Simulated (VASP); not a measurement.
# PbSe (P1) in VASP: single point with PBE

Aim: the single point of PbSe with PBE.

Program: VASP 6.6.1. These are calculated values, not measurements. Logs are shortened: lines on timing, memory, paths and dates and some standing lists are left out, and cuts for length are marked.

### 1 The cell of the first run

The typed cell holds 4 atoms: a = 4.276 Å, b = 4.293 Å, c = 7.585 Å, α = 89.37°, β = 90.73°, γ = 119.28°.

### 2 Single point, PBE (atoms moved at random and the cell strained at random)

INCAR reads:

```
SYSTEM = PbSe
ALGO = Normal ; EDIFF = 1E-7
ENCUT = 520 ; GGA = PE
ISIF = 2 ; ISMEAR = 0
LASPH = .True. ; LCHARG = .False.
LREAL = .False. ; LWAVE = .False.
NBANDS = 28 ; NELM = 60
PREC = Accurate ; SIGMA = 0.05
```

KPOINTS reads:

```
k-points
0
Gamma
  8 8 6
  0 0 0
```

POSCAR reads:

```
PbSe
1.0
    4.2758222247      0.0219006170     -0.0270458618
   -2.1189446217      3.7337550614      0.0236994787
   -0.0484053697      0.0210311277      7.5849786407
Pb Se
2 2
Direct
    0.3226509574      0.7064059637      0.2396796814
    0.6692640647      0.3514444405      0.7519711313
    0.0294692119     -0.0289224375     -0.0039266531
   -0.0213842340     -0.0289279666      0.5122758404
```

Potentials or basis: VASP PAW PBE potentials, release 64 (Pb_d, Se).

The run is started by

```
$ cat potpaw_PBE.64/Pb_d/POTCAR potpaw_PBE.64/Se/POTCAR > POTCAR
$ mpirun -np 1 vasp_std > vasp.out
```

OUTCAR:

```text
SYSTEM = PbSe
   EDIFF = 1E-7
   ENCUT = 520
   GGA = PE
   ISIF = 2
   ISMEAR = 0
   LASPH = .True.
   LREAL = .False.
   NELM = 60
   PREC = Accurate

 ion  position               nearest neighbor table
   1  0.323  0.706  0.240-   3 2.75   4 3.08   4 3.20   3 3.25   3 3.34   4 3.43
   2  0.669  0.351  0.752-   4 2.94   3 2.98   3 3.04   4 3.15   4 3.16   3 3.28
   3  0.029  0.971  0.996-   1 2.75   2 2.98   2 3.04   1 3.25   2 3.28   1 3.34
   4  0.979  0.971  0.512-   2 2.94   1 3.08   2 3.15   2 3.16   1 3.20   1 3.43

  LATTYP: Found a triclinic cell.
 ALAT       =     4.2759638461
 B/A-ratio  =     1.0040268162
 C/A-ratio  =     1.7739070122
 COS(alpha) =     0.0110811953
 COS(beta)  =     0.0126921124
 COS(gamma) =     0.4891245304

  Lattice vectors:

 A1 = (   4.2758222247,   0.0219006170,  -0.0270458618)
 A2 = (   2.1189446217,  -3.7337550614,  -0.0236994787)
 A3 = (   0.0484053697,  -0.0210311277,  -7.5849786407)

Analysis of symmetry for initial positions (statically):
=====================================================================
 Subroutine PRICEL returns:
 Original cell was already a primitive cell.

 Routine SETGRP: Setting up the symmetry group for a
 triclinic supercell.

 Subroutine GETGRP returns: Found  1 space group operations
 (whereof  1 operations were pure point group operations)
 out of a pool of  2 trial point group operations.

The static configuration has the point symmetry C_1 .

Analysis of symmetry for dynamics (positions and initial velocities):
=====================================================================
 Subroutine PRICEL returns:
 Original cell was already a primitive cell.

 Routine SETGRP: Setting up the symmetry group for a
 triclinic supercell.

 Subroutine GETGRP returns: Found  1 space group operations
 (whereof  1 operations were pure point group operations)
 out of a pool of  2 trial point group operations.

The dynamic configuration has the point symmetry C_1 .

 Subroutine INISYM returns: Found  1 space group operations
 (whereof  1 operations are pure point group operations),
 and found     1 'primitive' translations

----------------------------------------------------------------------------------------

                                     Primitive cell

  volume of cell :     121.4394

  direct lattice vectors                    reciprocal lattice vectors
     4.275822225  0.021900617 -0.027045862     0.233202411  0.132337663  0.001121300
    -2.118944622  3.733755061  0.023699479    -0.001372574  0.267052694 -0.000749225
    -0.048405370  0.021031128  7.584978641     0.000835822 -0.000362535  0.131845867

  length of vectors
     4.275963846  4.293182367  7.585162251     0.268137798  0.267057272  0.131849014

  position of ions in fractional coordinates (direct lattice)
     0.322650957  0.706405964  0.239679681
     0.669264065  0.351444441  0.751971131
     0.029469212  0.971077562  0.996073347
     0.978615766  0.971072033  0.512275840

  ion indices of the primitive-cell ions
   primitive index   ion index
                 1           1
                 2           2
                 3           3
                 4           4

----------------------------------------------------------------------------------------

 KPOINTS: k-points

Automatic generation of k-mesh.
 Grid dimensions read from file:
 generate k-points for:    8    8    6

 Generating k-lattice:

  Cartesian coordinates                     Fractional coordinates (reciprocal lattice)
     0.029150301  0.016542208  0.000140163     0.125000000 -0.000000000 -0.000000000
    -0.000171572  0.033381587 -0.000093653    -0.000000000  0.125000000  0.000000000
     0.000139304 -0.000060423  0.021974311     0.000000000  0.000000000  0.166666667

  Length of vectors
     0.033517225  0.033382159  0.021974836

  Shift w.r.t. Gamma in fractional coordinates (k-lattice)
     0.000000000  0.000000000  0.000000000

 Subroutine IBZKPT returns following result:
 ===========================================

 Found    196 irreducible k-points:

 Following reciprocal coordinates:
            Coordinates               Weight
  0.000000  0.000000  0.000000      1.000000
  0.125000 -0.000000 -0.000000      2.000000
  0.250000 -0.000000 -0.000000      2.000000
  0.375000  0.000000 -0.000000      2.000000
  0.500000 -0.000000 -0.000000      1.000000
  0.000000  0.125000  0.000000      2.000000
[... 16 lines left out ...]
  0.125000  0.375000 -0.000000      2.000000
  0.250000  0.375000 -0.000000      2.000000
 [... further k-points ...]
   k-points           NKPTS =    196   k-points in BZ     NKDIM =    196   number of bands    NBANDS=     28
   number of dos      NEDOS =    301   number of ions     NIONS =      4
   total plane-waves  NPLWV =  57344
   dimension x,y,z NGX =    32 NGY =   32 NGZ =   56
   dimension x,y,z NGXF=    64 NGYF=   64 NGZF=  112
   ions per type =               2   2
   NGX,Y,Z   is equivalent  to a cutoff of  12.44, 12.39, 12.27 a.u.
   NGXF,Y,Z  is equivalent  to a cutoff of  24.88, 24.78, 24.55 a.u.
 SYSTEM =  PbSe
   PREC   = accura    normal or accurate (medium, high low for compatibility)
   ISTART =      0    job   : 0-new  1-cont  2-samecut
   ICHARG =      2    charge: 1-file 2-atom 10-const
   ISPIN  =      1    spin polarized calculation?
   LNONCOLLINEAR =      F non collinear calculations
   LSORBIT =      F    spin-orbit coupling
   LASPH  =      T    aspherical Exc in radial PAW
   ENCUT  =  520.0 eV  38.22 Ry    6.18 a.u.   7.95  7.98 14.10*2*pi/ulx,y,z
   NELM   =     60;   NELMIN=  2; NELMDL= -5     # of ELM steps
   EDIFF  = 0.1E-06   stopping-criterion for ELM
   LREAL  =      F    real-space projection
   EDIFFG = 0.1E-05   stopping-criterion for IOM
   NSW    =      0    number of steps for IOM
   IBRION =     -1    ionic relax: 0-MD 1-quasi-New 2-CG
   NFREE  =      0    steps in history (QN), initial steepest desc. (CG)
   ISIF   =      2    stress and relaxation
   ISYM   =      2    0-nonsym 1-usesym 2-fastsym
   POTIM  = 0.5000    time-step for ionic-motion
   TEBEG  =    0.0;   TEEND  =   0.0 temperature during run
   PSTRESS=    0.0 pullay stress
   NELECT =      40.0000    total number of electrons
   NUPDOWN=      -1.0000    fix difference up-down
   EMIN   =  10.00;   EMAX   =-10.00  energy-range for DOS
   EFERMI =   0.00;   METHOD = LEGACY
   ISMEAR =     0;   SIGMA  =   0.05  broadening in eV -4-tet -1-fermi 0-gaus
   EFERMI_NEDOS =   21; number of points for ismear=-14 and -15
   IALGO  =     38    algorithm
   IMIX   =      4    mixing-type and parameters
     AMIX     =   0.40;   BMIX     =  1.00
     AMIX_MAG =   1.60;   BMIX_MAG =  1.00
  volume/ion in A,a.u.               =      30.36       204.88
  Fermi-wavevector in a.u.,A,eV,Ry     =   1.130598  2.136521 17.391681  1.278253
  Thomas-Fermi vector in A             =   2.267295
   LORBIT       =      0    0 simple, 1 ext, 2 COOP (PROOUT), +10 PAW based schemes
   GGA     = PE    functional components
   LHFCALC =     F    Hartree Fock is set to
   AEXX    =    0.0000 exact exchange contribution
   IVDW    =     0    specifies the selected vdW correction
   LEPSILON=     F    determine dielectric tensor
   LRPA    =     F    only Hartree local field effects (RPA)
 non-spin polarized calculation
 Gauss-broadening in eV      SIGMA  =   0.05
  energy-cutoff  :      520.00
  volume of cell :      121.44
 maximum number of plane-waves:      3292
   NGX = 15   NGY = 15   NGZ = 29

 number of electron      40.0000001 magnetization

 Free energy of the ion-electron system (eV)
  ---------------------------------------------------
  ext. energy  EPLUGINS =         0.00000000
  ---------------------------------------------------
  free energy    TOTEN  =       -15.85706050 eV

  energy without entropy =      -15.85706041  energy(sigma->0) =      -15.85706046

 E-fermi :   4.3143     XC(G=0):  -9.2397

 val. band max:        4.1775736643   @ k =   0.5000  -0.0000  -0.0000
 cond. band min:       4.4497275187   @ k =   0.5000  -0.0000  -0.0000
 fundamental gap:      0.2721538545
 Fermi energy:         4.3142935207

 k-point     1 :       0.0000    0.0000    0.0000
  band No.  band energies     occupation
      1     -12.4670      2.00000
      2     -12.4391      2.00000
      3     -12.4036      2.00000
      4     -12.3874      2.00000
      5     -12.3718      2.00000
      6     -12.3494      2.00000
[... 20 lines left out ...]
     27       9.9445      0.00000
     28      11.1711      0.00000

 k-point     2 :       0.1250   -0.0000   -0.0000
  band No.  band energies     occupation
      1     -12.4631      2.00000
      2     -12.4403      2.00000
      3     -12.4049      2.00000
      4     -12.3934      2.00000
      5     -12.3684      2.00000
      6     -12.3445      2.00000
[... 20 lines left out ...]
     27      10.1112      0.00000
     28      10.9080      0.00000

 k-point     3 :       0.2500   -0.0000   -0.0000
  band No.  band energies     occupation
      1     -12.4572      2.00000
      2     -12.4421      2.00000
      3     -12.4114      2.00000
      4     -12.4050      2.00000
      5     -12.3595      2.00000
      6     -12.3447      2.00000
[... 20 lines left out ...]
     27      10.4347      0.00000
     28      11.6525      0.00000

 k-point     4 :       0.3750    0.0000   -0.0000
  band No.  band energies     occupation
      1     -12.4623      2.00000
      2     -12.4367      2.00000
      3     -12.4250      2.00000
      4     -12.4084      2.00000
      5     -12.3532      2.00000
      6     -12.3475      2.00000
[... 578 lines left out ...]
     27      10.2976      0.00000
     28      11.6433      0.00000

 k-point    23 :       0.1250    0.3750   -0.0000
  band No.  band energies     occupation
      1     -12.4683      2.00000
      2     -12.4370      2.00000
      3     -12.4190      2.00000
      4     -12.3992      2.00000
      5     -12.3618      2.00000
      6     -12.3561      2.00000
[... 20 lines left out ...]
     27      10.6214      0.00000
     28      11.5980      0.00000

 k-point    24 :       0.2500    0.3750   -0.0000
  band No.  band energies     occupation
      1     -12.4692      2.00000
      2     -12.4403      2.00000
      3     -12.4191      2.00000
      4     -12.4042      2.00000
      5     -12.3545      2.00000
      6     -12.3472      2.00000
[... 20 lines left out ...]
     27      11.5081      0.00000
     28      12.1781      0.00000

 [... further k-points ...]

------------------------ aborting loop because EDIFF is reached ----------------------------------------

  FORCE on cell =-STRESS in cart. coord.  units (eV):
  Direction    XX          YY          ZZ          XY          YZ          ZX
  --------------------------------------------------------------------------------------
  -------------------------------------------------------------------------------------
  Total        0.6661434      0.6205333      1.5424204     -0.3074061     -0.7457496      0.9984675
  in kB        8.7885812      8.1868374     20.3495039     -4.0556786     -9.8388446     13.1730099
  external PRESSURE =      12.4416408 kB  Pullay stress =       0.0000000 kB

 VOLUME and BASIS-vectors are now :
 -----------------------------------------------------------------------------
  energy-cutoff  :      520.00
  volume of cell :      121.44
      direct lattice vectors                 reciprocal lattice vectors
     4.275822225  0.021900617 -0.027045862     0.233202411  0.132337663  0.001121300
    -2.118944622  3.733755061  0.023699479    -0.001372574  0.267052694 -0.000749225
    -0.048405370  0.021031128  7.584978641     0.000835822 -0.000362535  0.131845867

 POSITION                                       TOTAL-FORCE (eV/Angst)
 -----------------------------------------------------------------------------------
     -0.12884      2.64965      1.82598         0.513286     -0.444115      0.664091
      2.08056      1.34268      5.69391         0.127215     -0.269228     -0.391558
     -1.97987      3.64736      7.57741        -0.696941      0.460023      0.024312
      2.10194      3.65795      3.88215         0.056440      0.253320     -0.296846
 -----------------------------------------------------------------------------------
    total drift:                               -0.000149     -0.000111     -0.000083

  FREE ENERGIE OF THE ION-ELECTRON SYSTEM (eV)
  ---------------------------------------------------
  free  energy   TOTEN  =       -15.8570605044 eV

  energy  without entropy=      -15.8570604076  energy(sigma->0) =      -15.85706046
```

Run time: 4.5 min. Hardware: 1 thread of Intel Xeon Platinum 8488C (Sapphire Rapids), shared host; peak memory 0.66 GiB.

What came out:

| Quantity | Value |
| --- | --- |
| Free energy | -15.8571 eV |
| Pressure | 1.2 GPa |
| Largest force | 0.950 eV/Å |
| Band gap on the k mesh | 0.27 eV |

Forces on the atoms (eV/Å):
```
Pb   0.513 -0.444  0.664
Pb   0.127 -0.269 -0.392
Se  -0.697  0.460  0.024
Se   0.056  0.253 -0.297
```

Stress tensor (GPa, compression positive):
```
 0.88 -0.41  1.32
-0.41  0.82 -0.98
 1.32 -0.98  2.03
```

Caveat: the cell differs from its parent crystal (atoms moved at random and the cell strained at random); spin-orbit coupling is left out, which moves the levels of the heavy elements. A k mesh can miss the band edges.
